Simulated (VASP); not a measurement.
Crystal: HfMoC2.

```xyz
4
Lattice="3.1914 0.0000 0.0000 0.0000 3.1914 0.0000 0.0000 0.0000 4.4852" Properties=species:S:1:pos:R:3 pbc="T T T"
Hf    0.0000    0.0000    0.0000
Mo    1.5957    1.5957    2.2426
C     1.5957    1.5957    0.0000
C     0.0000    0.0000    2.2426
```

Base run:

* Program: VASP 6.6.1
* Functional: r2SCAN
* Potentials or basis: VASP PAW PBE potentials, release 64 (Hf_pv, Mo_sv, C)
* Cutoff: 520 eV
* k mesh: 8 × 8 × 6
* Occupations: fermi-dirac, width 0.05 eV
* Spin: no spin polarisation
* Hubbard terms: Hf d U = 8.0 eV, Mo d U = 8.0 eV

Its results: band gap on the k mesh zero (bands 16 and 17 overlap by 2.48 eV); pressure 21.7 GPa.

Task: The run is repeated on the same cell with these changes: hubbard terms from Hf d U = 8.0 eV, Mo d U = 8.0 eV to Hf d U = 6.0 eV, Mo d U = 6.0 eV. What comes out?

Result: Band gap on the k mesh zero (bands 16 and 17 overlap by 2.48 eV); pressure 15.2 GPa.

Caveats: the cell stands under pressure; the PAW data sets were made with another functional, which shifts forces and pressure a little; spin-orbit coupling is left out, which moves the levels of the heavy elements; U without spin polarisation on a metal has little footing; the U is typed as a test and isn't derived for this compound.
